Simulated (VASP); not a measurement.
Input of a VASP 6.6.1 run:

File INCAR:

```
PREC = Accurate
ENCUT = 520
EDIFF = 1E-6
ISMEAR = 0
SIGMA = 0.1
LREAL = F
LASPH = T
NELM = 100
ALGO = Normal
ISIF = 2
LWAVE = F
LCHARG = F
GGA = PE
NBANDS = 31
```

Contents of KPOINTS:

```
Automatic mesh
0
Gamma
  8 8 14
```

POSCAR

```
In3Cl
1.0
    5.6194074828      0.0000000000      0.0000000000
    0.0000000000      5.6194074828      0.0000000000
    0.0000000000      0.0000000000      3.4491428654
In Cl
3 1
Direct
    0.0000000000      0.5000000000      0.5000000000
    0.5000000000      0.0000000000      0.5000000000
    0.5000000000      0.5000000000      0.0000000000
    0.0000000000      0.0000000000      0.0000000000
```

Potentials or basis: VASP PAW PBE potentials, release 64 (In_d, Cl).

Command:

```sh
$ cat potpaw_PBE.64/In_d/POTCAR potpaw_PBE.64/Cl/POTCAR > POTCAR
$ mpirun -np 1 vasp_std > vasp.out
```

(1) Estimate the band gap on the k mesh.

(2) Estimate the pressure.

Results:

(1) zero (bands 23 and 24 overlap by 2.67 eV).

(2) -0.1 GPa.

Caveat: spin-orbit coupling is left out, which moves the levels of the heavy elements.
